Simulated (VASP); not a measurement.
# ZnS: single point with r2SCAN

The system is ZnS.

```xyz
2
Lattice="0.0000 2.6235 2.7858 2.6235 0.0000 2.7858 2.6235 2.6235 0.0000" Properties=species:S:1:pos:R:3 pbc="T T T"
Zn    0.0000    0.0000    0.0000
S     3.9353    3.9353    4.1787
```

This cell differs from its parent crystal: strain -0.030 along x and y, +0.030 along z.

```yaml
Program: VASP 6.6.1
Task: single point
Functional: r2SCAN
Potentials_or_basis: VASP PAW PBE potentials, release 64 (Zn, S)
Cutoff: 520 eV
k_mesh: 8 × 8 × 8
Occupations: gaussian, width 0.05 eV
Spin: no spin polarisation
```

```json
{
  "Pressure": "1.6 GPa",
  "Band gap on the k mesh": "2.71 eV, direct"
}
```

Stress tensor (GPa, compression positive):
```
 2.57  0.00  0.00
 0.00  2.57  0.00
 0.00  0.00 -0.36
```

Levels at points of the mesh, in eV from the valence-band top:
```
           k point  band 7  band 8  band 9  band 10  band 11  band 12
(0.00, 0.00, 0.00)   -0.25    0.00    0.00     2.71     6.83     6.83
(0.50, 0.00, 0.00)   -5.64   -1.19   -0.82     3.73     7.11     7.59
(0.50, 0.50, 0.00)   -5.04   -2.23   -2.23     3.84     4.81    11.41
(0.50, 0.00, 0.50)   -4.67   -2.63   -2.49     3.48     4.21    12.10
```

Wall time 2.7 min on 1 thread of Intel(R) Xeon(R) Platinum 8259CL CPU @ 2.50GHz (Skylake/Cascade Lake), on a shared host, peak memory 0.18 GiB.

Caveat: the cell differs from its parent crystal (strain -0.030 along x and y, +0.030 along z); the PAW data sets were made with another functional, which shifts forces and pressure a little.
